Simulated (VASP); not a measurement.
## MgO: single point with LDA

MgO:

```xyz
2
Lattice="2.9380 0.0000 0.0000 -1.4690 2.5444 0.0000 0.0000 0.0000 2.6797" Properties=species:S:1:pos:R:3 pbc="T T T"
Mg    0.0000    0.0000    0.0000
O     0.0000    1.6963    1.3398
```

```
Program                : VASP 6.6.1
Task                   : single point
Functional             : LDA
Potentials or basis    : VASP PAW LDA potentials, release 64 (Mg, O)
Cutoff                 : 520 eV
k mesh                 : 7 × 7 × 6
Occupations            : gaussian, width 0.01 eV
Spin                   : no spin polarisation
Dipole correction      : no
Further INCAR settings : ALGO = Normal; EDIFF = 1e-06; NBANDS = 11
```

```yaml
Pressure: -11.0 GPa
Band_gap_on_the_k_mesh: 2.96 eV, indirect (least direct gap 3.35 eV)
```

Stress tensor (GPa, compression positive):
```
-10.45   0.00   0.00
  0.00 -10.45   0.00
  0.00   0.00 -12.02
```

Levels at points of the mesh, in eV from the valence-band top:
| k point | band 1 | band 2 | band 3 | band 4 | band 5 | band 6 | band 7 | band 8 | band 9 |
| --- | --- | --- | --- | --- | --- | --- | --- | --- | --- |
| (0.00, 0.00, 0.00) | -17.15 | -0.59 | -0.59 | -0.39 | 2.96 | 11.64 | 15.31 | 15.31 | 19.65 |
| (0.00, 0.00, 0.50) | -16.02 | -5.41 | -0.07 | -0.07 | 8.16 | 8.88 | 17.31 | 17.31 | 18.27 |

Run time: 4.5 s on 1 thread of Intel(R) Xeon(R) Platinum 8259CL CPU @ 2.50GHz (Skylake/Cascade Lake), on a shared host, peak memory 0.12 GiB.

A k mesh can miss the band edges. LDA gaps usually lie below the measured ones, often by a third to a half.
